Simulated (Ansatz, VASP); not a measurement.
# BN in VASP and in Ansatz

```
B N
1.0
     0.00000    1.79055    1.79055
     1.79055    0.00000    1.79055
     1.79055    1.79055    0.00000
B N
1 1
Direct
  0.00000 0.00000 0.00000
  0.25000 0.25000 0.25000
```

Alike in both runs: task relaxation of cell and atoms; functional LDA; k mesh 12 × 12 × 12; occupations gaussian, width 0.02 eV; no spin polarisation.

|  | VASP | Ansatz |
| --- | --- | --- |
| version | VASP 6.6.1 | Ansatz 0.2.0 |
| potentials or method | VASP PAW LDA potentials, release 64 (B, N), cutoff 600 eV | scalar-relativistic, plane waves, PAW |
| valence electrons in the cell | 8 | 8 |

VASP gave:

| Property | Result |
| --- | --- |
| gap on the k mesh at the Fermi level, each at its own relaxed structure (eV) | 4.38 |
| relaxed volume (Å³/atom) | 5.75 |
| relaxed cell length with the largest relative difference (Å) | 2.533 |

Q: Estimate Ansatz's values.

A: gap on the k mesh at the Fermi level, each at its own relaxed structure (eV): 4.39; relaxed volume (Å³/atom): 5.74; relaxed cell length with the largest relative difference (Å): 2.532.

LDA's correlation is that of Perdew and Zunger in VASP and of Perdew and Wang (1992) in Ansatz.
